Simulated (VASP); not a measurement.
## Lu: single point with r2SCAN

The system is Lu.

```xyz
2
Lattice="3.5048 0.0000 0.0000 -1.7524 3.0353 0.0000 0.0000 0.0000 5.4697" Properties=species:S:1:pos:R:3 pbc="T T T"
Lu    0.0000    2.0235    1.3674
Lu    1.7524    1.0118    4.1023
```

- Program: VASP 6.6.1
- Task: single point
- Functional: r2SCAN
- Potentials or basis: VASP PAW PBE potentials, release 64 (Lu)
- Cutoff: 520 eV
- k mesh: 10 × 10 × 6
- Occupations: gaussian, width 0.01 eV
- Spin: no spin polarisation

```yaml
Pressure: -0.1 GPa
Band_gap_on_the_k_mesh: zero (bands 25 and 26 overlap by 1.99 eV)
```

Stress tensor (GPa, compression positive):
```
 0.15  0.00  0.00
 0.00  0.15  0.00
 0.00  0.00 -0.64
```

Levels at points of the mesh, in eV from the Fermi level:
| k point | band 21 | band 22 | band 23 | band 24 | band 25 | band 26 | band 27 | band 28 | band 29 | band 30 |
| --- | --- | --- | --- | --- | --- | --- | --- | --- | --- | --- |
| (0.00, 0.00, 0.00) | -5.04 | -5.02 | -5.02 | -2.39 | 0.56 | 2.46 | 2.46 | 2.93 | 3.26 | 3.26 |
| (0.50, 0.00, 0.00) | -5.04 | -5.03 | -2.37 | -1.42 | -0.83 | -0.42 | 1.74 | 2.12 | 2.63 | 6.58 |
| (0.00, 0.00, 0.50) | -5.02 | -5.02 | -4.53 | -4.53 | 1.37 | 1.37 | 2.37 | 2.37 | 2.37 | 2.37 |
| (0.50, 0.00, 0.50) | -5.04 | -5.04 | -2.11 | -2.11 | 0.10 | 0.10 | 1.47 | 1.47 | 3.66 | 3.66 |

Wall time 3.8 min on 1 thread of Intel(R) Xeon(R) 6975P-C (Granite Rapids), with other jobs on the host, peak memory 0.24 GiB.

Caveat: the PAW data sets were made with another functional, which shifts forces and pressure a little; spin-orbit coupling is left out, which moves the levels of the heavy elements.
